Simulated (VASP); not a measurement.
# La3Hf (Fm-3m) in VASP: a series of runs

The runs below take La3Hf through single point, relaxation of cell and atoms, with PBE.

Everything below comes from runs of VASP 6.6.1. Logs are shortened: lines on timing, memory, paths and dates and some standing lists are left out, and cuts for length are marked.

## 1. The cell of the first run

Symmetry: Fm-3m, No. 225, cubic system. Conventional cell: a = 6.849 Å, b = 6.849 Å, c = 6.849 Å, α = 90.00°, β = 90.00°, γ = 90.00°. La (site symmetry -43m) has 10 La at 2.97 to 3.42 Å and 4 Hf at 2.97 Å within 3.9 Å. Within 3.9 Å of La (site symmetry m-3m) lie 8 La at 2.97 Å and 6 Hf at 3.42 Å. Hf (site symmetry m-3m) has 14 La at 2.97 to 3.42 Å within 3.9 Å.

The cell was generated, and may not be a known phase.

## 2. Single point, PBE

Input file INCAR:

```
SYSTEM = La3Hf
PREC = Accurate
ENCUT = 520
EDIFF = 1E-6
ISMEAR = 0
SIGMA = 0.1
LREAL = .False.
LASPH = .True.
NELM = 100
ALGO = Normal
ISIF = 2
LWAVE = .False.
LCHARG = .True.
GGA = PE
LELF = .True.
LVHAR = .True.
NBANDS = 30
```

Input file KPOINTS:

```
regular mesh
0
Gamma
  4 4 4
  0 0 0
```

Input file POSCAR:

```
La3Hf
1.0
    0.0000000000      3.4244817300      3.4244817300
    3.4244817300      0.0000000000      3.4244817300
    3.4244817300      3.4244817300      0.0000000000
La Hf
3 1
Direct
    0.2500000000      0.2500000000      0.2500000000
    0.0000000000      0.0000000000      0.0000000000
    0.7500000000      0.7500000000      0.7500000000
    0.5000000000      0.5000000000      0.5000000000
```

Potentials or basis: VASP PAW PBE potentials, release 64 (La, Hf_pv).

Command:

```console
$ cat potpaw_PBE.64/La/POTCAR potpaw_PBE.64/Hf_pv/POTCAR > POTCAR
$ mpirun -np 1 vasp_std > vasp.out
```

OUTCAR:

```text
SYSTEM = La3Hf
   PREC = Accurate
   ENCUT = 520
   EDIFF = 1E-6
   ISMEAR = 0
   LREAL = .False.
   LASPH = .True.
   NELM = 100
   ISIF = 2
   GGA = PE

 ion  position               nearest neighbor table
   1  0.250  0.250  0.250-   2 2.97   2 2.97   2 2.97   2 2.97   4 2.97   4 2.97   4 2.97   4 2.97
                             3 3.42   3 3.42   3 3.42   3 3.42   3 3.42   3 3.42
   2  0.000  0.000  0.000-   3 2.97   3 2.97   3 2.97   1 2.97   3 2.97   1 2.97   1 2.97   1 2.97
                             4 3.42   4 3.42   4 3.42   4 3.42   4 3.42   4 3.42
   3  0.750  0.750  0.750-   4 2.97   4 2.97   4 2.97   2 2.97   4 2.97   2 2.97   2 2.97   2 2.97
                             1 3.42   1 3.42   1 3.42   1 3.42   1 3.42   1 3.42
   4  0.500  0.500  0.500-   1 2.97   1 2.97   1 2.97   1 2.97   3 2.97   3 2.97   3 2.97   3 2.97
                             2 3.42   2 3.42   2 3.42   2 3.42   2 3.42   2 3.42

  LATTYP: Found a face centered cubic cell.
 ALAT       =     6.8489634600

  Lattice vectors:

 A1 = (   0.0000000000,   3.4244817300,   3.4244817300)
 A2 = (   3.4244817300,   0.0000000000,   3.4244817300)
 A3 = (   3.4244817300,   3.4244817300,   0.0000000000)

Analysis of symmetry for initial positions (statically):
=====================================================================
 Subroutine PRICEL returns:
 Original cell was already a primitive cell.

 Routine SETGRP: Setting up the symmetry group for a
 face centered cubic supercell.

 Subroutine GETGRP returns: Found 48 space group operations
 (whereof 48 operations were pure point group operations)
 out of a pool of 48 trial point group operations.

The static configuration has the point symmetry O_h .

Analysis of symmetry for dynamics (positions and initial velocities):
=====================================================================
 Subroutine PRICEL returns:
 Original cell was already a primitive cell.

 Routine SETGRP: Setting up the symmetry group for a
 face centered cubic supercell.

 Subroutine GETGRP returns: Found 48 space group operations
 (whereof 48 operations were pure point group operations)
 out of a pool of 48 trial point group operations.

The dynamic configuration has the point symmetry O_h .

 Subroutine INISYM returns: Found 48 space group operations
 (whereof 48 operations are pure point group operations),
 and found     1 'primitive' translations

----------------------------------------------------------------------------------------

                                     Primitive cell

  volume of cell :      80.3183

  direct lattice vectors                    reciprocal lattice vectors
     0.000000000  3.424481730  3.424481730    -0.146007495  0.146007495  0.146007495
     3.424481730  0.000000000  3.424481730     0.146007495 -0.146007495  0.146007495
     3.424481730  3.424481730  0.000000000     0.146007495  0.146007495 -0.146007495

  length of vectors
     4.842948507  4.842948507  4.842948507     0.252892400  0.252892400  0.252892400

  position of ions in fractional coordinates (direct lattice)
     0.250000000  0.250000000  0.250000000
     0.000000000  0.000000000  0.000000000
     0.750000000  0.750000000  0.750000000
     0.500000000  0.500000000  0.500000000

  ion indices of the primitive-cell ions
   primitive index   ion index
                 1           1
                 2           2
                 3           3
                 4           4

----------------------------------------------------------------------------------------

 KPOINTS: regular mesh

Automatic generation of k-mesh.
 Grid dimensions read from file:
 generate k-points for:    4    4    4

 Generating k-lattice:

  Cartesian coordinates                     Fractional coordinates (reciprocal lattice)
    -0.036501874  0.036501874  0.036501874     0.250000000  0.000000000  0.000000000
     0.036501874 -0.036501874  0.036501874     0.000000000  0.250000000  0.000000000
     0.036501874  0.036501874 -0.036501874     0.000000000  0.000000000  0.250000000

  Length of vectors
     0.063223100  0.063223100  0.063223100

  Shift w.r.t. Gamma in fractional coordinates (k-lattice)
     0.000000000  0.000000000  0.000000000

 Subroutine IBZKPT returns following result:
 ===========================================

 Found      8 irreducible k-points:

 Following reciprocal coordinates:
            Coordinates               Weight
  0.000000  0.000000  0.000000      1.000000
  0.250000  0.000000  0.000000      8.000000
  0.500000  0.000000  0.000000      4.000000
  0.250000  0.250000  0.000000      6.000000
  0.500000  0.250000  0.000000     24.000000
 -0.250000  0.250000  0.000000     12.000000
  0.500000  0.500000  0.000000      3.000000
 -0.250000  0.500000  0.250000      6.000000
   k-points           NKPTS =      8   k-points in BZ     NKDIM =      8   number of bands    NBANDS=     30
   number of dos      NEDOS =    301   number of ions     NIONS =      4
   total plane-waves  NPLWV =  46656
   dimension x,y,z NGX =    36 NGY =   36 NGZ =   36
   dimension x,y,z NGXF=    72 NGYF=   72 NGZF=   72
   ions per type =               3   1
   NGX,Y,Z   is equivalent  to a cutoff of  12.36, 12.36, 12.36 a.u.
   NGXF,Y,Z  is equivalent  to a cutoff of  24.72, 24.72, 24.72 a.u.
 SYSTEM =  La3Hf
   PREC   = accura    normal or accurate (medium, high low for compatibility)
   ISTART =      0    job   : 0-new  1-cont  2-samecut
   ICHARG =      2    charge: 1-file 2-atom 10-const
   ISPIN  =      1    spin polarized calculation?
   LNONCOLLINEAR =      F non collinear calculations
   LSORBIT =      F    spin-orbit coupling
   LASPH  =      T    aspherical Exc in radial PAW
   ENCUT  =  520.0 eV  38.22 Ry    6.18 a.u.   9.00  9.00  9.00*2*pi/ulx,y,z
   NELM   =    100;   NELMIN=  2; NELMDL= -5     # of ELM steps
   EDIFF  = 0.1E-05   stopping-criterion for ELM
   LREAL  =      F    real-space projection
   EDIFFG = 0.1E-04   stopping-criterion for IOM
   NSW    =      0    number of steps for IOM
   IBRION =     -1    ionic relax: 0-MD 1-quasi-New 2-CG
   NFREE  =      0    steps in history (QN), initial steepest desc. (CG)
   ISIF   =      2    stress and relaxation
   ISYM   =      2    0-nonsym 1-usesym 2-fastsym
   POTIM  = 0.5000    time-step for ionic-motion
   TEBEG  =    0.0;   TEEND  =   0.0 temperature during run
   PSTRESS=    0.0 pullay stress
   NELECT =      43.0000    total number of electrons
   NUPDOWN=      -1.0000    fix difference up-down
   EMIN   =  10.00;   EMAX   =-10.00  energy-range for DOS
   EFERMI =   0.00;   METHOD = LEGACY
   ISMEAR =     0;   SIGMA  =   0.10  broadening in eV -4-tet -1-fermi 0-gaus
   EFERMI_NEDOS =   21; number of points for ismear=-14 and -15
   IALGO  =     38    algorithm
   IMIX   =      4    mixing-type and parameters
     AMIX     =   0.40;   BMIX     =  1.00
     AMIX_MAG =   1.60;   BMIX_MAG =  1.00
  volume/ion in A,a.u.               =      20.08       135.50
  Fermi-wavevector in a.u.,A,eV,Ry     =   1.329310  2.512031 24.042364  1.767064
  Thomas-Fermi vector in A             =   2.458482
   LORBIT       =      0    0 simple, 1 ext, 2 COOP (PROOUT), +10 PAW based schemes
   GGA     = PE    functional components
   LHFCALC =     F    Hartree Fock is set to
   AEXX    =    0.0000 exact exchange contribution
   IVDW    =     0    specifies the selected vdW correction
   LEPSILON=     F    determine dielectric tensor
   LRPA    =     F    only Hartree local field effects (RPA)
 non-spin polarized calculation
 Gauss-broadening in eV      SIGMA  =   0.10
  energy-cutoff  :      520.00
  volume of cell :       80.32
 maximum number of plane-waves:      2200
   NGX = 17   NGY = 17   NGZ = 17

 number of electron      43.0000001 magnetization

 Free energy of the ion-electron system (eV)
  ---------------------------------------------------
  ext. energy  EPLUGINS =         0.00000000
  ---------------------------------------------------
  free energy    TOTEN  =       -19.18380431 eV

  energy without entropy =      -19.12527428  energy(sigma->0) =      -19.15453930

 E-fermi :  12.7749     XC(G=0): -12.2316

 val. band max:       12.7723808684   @ k =  -0.2500   0.5000   0.2500
 cond. band min:      12.7830201127   @ k =  -0.2500   0.2500   0.0000
 fundamental gap:      0.0106392443
 Fermi energy:        12.7748782194

 k-point     1 :       0.0000    0.0000    0.0000
  band No.  band energies     occupation
      1     -19.8372      2.00000
      2     -18.3430      2.00000
      3     -17.7960      2.00000
      4     -17.0185      2.00000
      5     -17.0185      2.00000
      6     -17.0185      2.00000
[... 22 lines left out ...]
     29      15.7928      0.00000
     30      15.7975      0.00000

 k-point     2 :       0.2500    0.0000    0.0000
  band No.  band energies     occupation
      1     -19.6535      2.00000
      2     -18.4563      2.00000
      3     -18.0178      2.00000
      4     -17.0216      2.00000
      5     -17.0216      2.00000
      6     -16.9324      2.00000
[... 22 lines left out ...]
     29      15.7977      0.00000
     30      15.8305      0.00000

 k-point     3 :       0.5000    0.0000    0.0000
  band No.  band energies     occupation
      1     -19.3496      2.00000
      2     -18.6934      2.00000
      3     -18.2463      2.00000
      4     -17.0246      2.00000
      5     -17.0246      2.00000
      6     -16.8304      2.00000
[... 22 lines left out ...]
     29      15.7599      0.00000
     30      15.8902      0.00000

 k-point     4 :       0.2500    0.2500    0.0000
  band No.  band energies     occupation
      1     -19.5857      2.00000
      2     -18.4523      2.00000
      3     -18.1355      2.00000
      4     -17.0270      2.00000
      5     -17.0270      2.00000
      6     -16.9003      2.00000
[... 22 lines left out ...]
     29      15.7511      0.00000
     30      15.8790      0.00000

 k-point     5 :       0.5000    0.2500    0.0000
  band No.  band energies     occupation
      1     -19.2221      2.00000
      2     -18.6791      2.00000
      3     -18.4415      2.00000
      4     -17.0301      2.00000
      5     -16.9713      2.00000
      6     -16.8498      2.00000
[... 22 lines left out ...]
     29      15.4604      0.00000
     30      15.5457      0.00000

 k-point     6 :      -0.2500    0.2500    0.0000
  band No.  band energies     occupation
      1     -19.3671      2.00000
      2     -18.6278      2.00000
      3     -18.2971      2.00000
      4     -17.0247      2.00000
      5     -16.9510      2.00000
      6     -16.9035      2.00000
[... 22 lines left out ...]
     29      15.4865      0.00000
     30      15.5772      0.00000

 k-point     7 :       0.5000    0.5000    0.0000
  band No.  band energies     occupation
      1     -18.9733      2.00000
      2     -18.8359      2.00000
      3     -18.5574      2.00000
      4     -17.0357      2.00000
      5     -17.0357      2.00000
      6     -16.7820      2.00000
[... 22 lines left out ...]
     29      15.3590      0.00000
     30      15.3619      0.00000

 k-point     8 :      -0.2500    0.5000    0.2500
  band No.  band energies     occupation
      1     -18.8445      2.00000
      2     -18.7832      2.00000
      3     -18.7832      2.00000
      4     -17.0202      2.00000
      5     -16.8920      2.00000
      6     -16.8920      2.00000
[... 22 lines left out ...]
     29      15.2026      0.00000
     30      15.3753      0.00000

------------------------ aborting loop because EDIFF is reached ----------------------------------------

  FORCE on cell =-STRESS in cart. coord.  units (eV):
  Direction    XX          YY          ZZ          XY          YZ          ZX
  --------------------------------------------------------------------------------------
  -------------------------------------------------------------------------------------
  Total       19.6063641     19.6063641     19.6063641      0.0000000     -0.0000000      0.0000000
  in kB      391.1047498    391.1047498    391.1047498      0.0000000     -0.0000000      0.0000000
  external PRESSURE =     391.1047498 kB  Pullay stress =       0.0000000 kB

 VOLUME and BASIS-vectors are now :
 -----------------------------------------------------------------------------
  energy-cutoff  :      520.00
  volume of cell :       80.32
      direct lattice vectors                 reciprocal lattice vectors
     0.000000000  3.424481730  3.424481730    -0.146007495  0.146007495  0.146007495
     3.424481730  0.000000000  3.424481730     0.146007495 -0.146007495  0.146007495
     3.424481730  3.424481730  0.000000000     0.146007495  0.146007495 -0.146007495

 POSITION                                       TOTAL-FORCE (eV/Angst)
 -----------------------------------------------------------------------------------
      1.71224      1.71224      1.71224         0.000000      0.000000      0.000000
      0.00000      0.00000      0.00000         0.000000      0.000000      0.000000
      5.13672      5.13672      5.13672        -0.000000     -0.000000     -0.000000
      3.42448      3.42448      3.42448         0.000000      0.000000      0.000000
 -----------------------------------------------------------------------------------
    total drift:                                0.000000      0.000000      0.000000

  FREE ENERGIE OF THE ION-ELECTRON SYSTEM (eV)
  ---------------------------------------------------
  free  energy   TOTEN  =       -19.1838043104 eV

  energy  without entropy=      -19.1252742811  energy(sigma->0) =      -19.15453930
```

Wall time 19 s (1 thread of Intel Xeon 6975P-C (Granite Rapids), shared host); peak memory 0.21 GiB.

What came out:

```yaml
Free_energy: -19.1838 eV
Pressure: 39.1 GPa
Band_gap_on_the_k_mesh: zero (an odd number of electrons rules out a gap without spin polarisation)
```

Caveat: the k points lie up to 0.40 Å⁻¹ apart, too coarse for converged energies and pressures of a metal; spin-orbit coupling is left out, which moves the levels of the heavy elements.

## 3. Single point, PBE

This run uses another cell than the first one, of 31.65 Å³/atom.

Input file INCAR:

```
SYSTEM = La3Hf
ALGO = Fast ; EDIFF = 1E-7
ENCUT = 520 ; GGA = PE
ISIF = 2 ; ISMEAR = 0
LASPH = .TRUE. ; LCHARG = .FALSE.
LREAL = .FALSE. ; LWAVE = .FALSE.
NBANDS = 30 ; NELM = 80
PREC = Accurate ; SIGMA = 0.1
```

Input file KPOINTS:

```
k-points
0
G
  4 4 4
  0 0 0
```

Input file POSCAR:

```
La3Hf
1.0
    0.0000000000      3.9854828029      3.9854828029
    3.9854828029      0.0000000000      3.9854828029
    3.9854828029      3.9854828029      0.0000000000
La Hf
3 1
Direct
    0.2500000000      0.2500000000      0.2500000000
    0.0000000000      0.0000000000      0.0000000000
    0.7500000000      0.7500000000      0.7500000000
    0.5000000000      0.5000000000      0.5000000000
```

Potentials or basis: VASP PAW PBE potentials, release 64 (La, Hf_pv).

Command:

```console
$ cat potpaw_PBE.64/La/POTCAR potpaw_PBE.64/Hf_pv/POTCAR > POTCAR
$ mpirun -np 1 vasp_std > vasp.out
```

It took 2.5 min on 1 thread of Intel Xeon 6975P-C (Granite Rapids), shared host; peak memory 0.29 GiB.

It converged, with:

```
Free energy            : -23.3543 eV
Pressure               : 0.3 GPa
Band gap on the k mesh : zero (an odd number of electrons rules out a gap without spin polarisation)
```

Levels at points of the mesh, in eV from the Fermi level:
| k point | band 19 | band 20 | band 21 | band 22 | band 23 | band 24 |
| --- | --- | --- | --- | --- | --- | --- |
| (0.00, 0.00, 0.00) | -0.16 | -0.16 | -0.16 | 0.66 | 0.66 | 0.66 |
| (0.50, 0.00, 0.00) | -0.80 | -0.26 | -0.17 | -0.17 | -0.01 | 0.03 |
| (0.50, 0.50, 0.00) | -0.77 | -0.54 | -0.31 | -0.31 | -0.19 | 1.01 |

Caveat: spin-orbit coupling is left out, which moves the levels of the heavy elements.

(Part 1 of 2 ends here.)

The gap in the log of VASP goes by the Fermi energy; the results here count the filled bands.